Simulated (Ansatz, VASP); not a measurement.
**ScAl7N8 in VASP and in Ansatz**

```xyz
16
Lattice="6.3707 0.0000 0.0000 -3.1853 5.5172 0.0000 0.0000 0.0000 5.0745" Properties=species:S:1:pos:R:3 pbc="T T T"
Al    1.6223    0.9024    2.5474
Al   -1.5856    4.6017   -0.0047
Al    0.0000    3.7124    2.5474
Al    3.1853    1.8309   -0.0047
Al    4.7484    0.9024    2.5474
Al    1.5856    4.6017   -0.0047
Al    3.1853    3.6781    2.5285
Sc    0.0000    1.8391   -0.0343
N     0.0000    1.8391    2.1024
N     1.6931    0.8616    4.4471
N    -1.5986    4.5942    1.9234
N     0.0000    3.7940    4.4471
N     3.1853    1.8459    1.9234
N     4.6776    0.8616    4.4471
N     1.5986    4.5942    1.9234
N     3.1853    3.6781    4.4693
```

Alike in both runs: functional PBE; k mesh 4 × 4 × 5; no spin polarisation.

Ansatz relaxed the structure, and its values are those at the end. VASP's run is a single point on that final structure, the one shown.

|  | VASP | Ansatz |
| --- | --- | --- |
| version | VASP 6.6.1 | Ansatz 0.2.0 |
| potentials or method | VASP PAW PBE potentials, release 64 (Al, Sc_sv, N) | scalar-relativistic, plane waves, PAW |
| plane-wave cutoff (eV) | 520 | 420 |
| occupations | gaussian, width 0.01 eV | fixed |
| valence electrons in the cell | 72 | 72 |

VASP gave:

- gap on the k mesh at the Fermi level (eV): 3.87
- least direct gap on the mesh (eV): 3.87
- pressure (GPa): -0.9
- rms of the force components (eV/Å): 0.018

Estimate Ansatz's values.

gap on the k mesh at the Fermi level (eV): 3.87; least direct gap on the mesh (eV): 3.87; pressure (GPa): -0.8; rms of the force components (eV/Å): 0.000.

Ansatz's warnings: stress scf threshold loose.
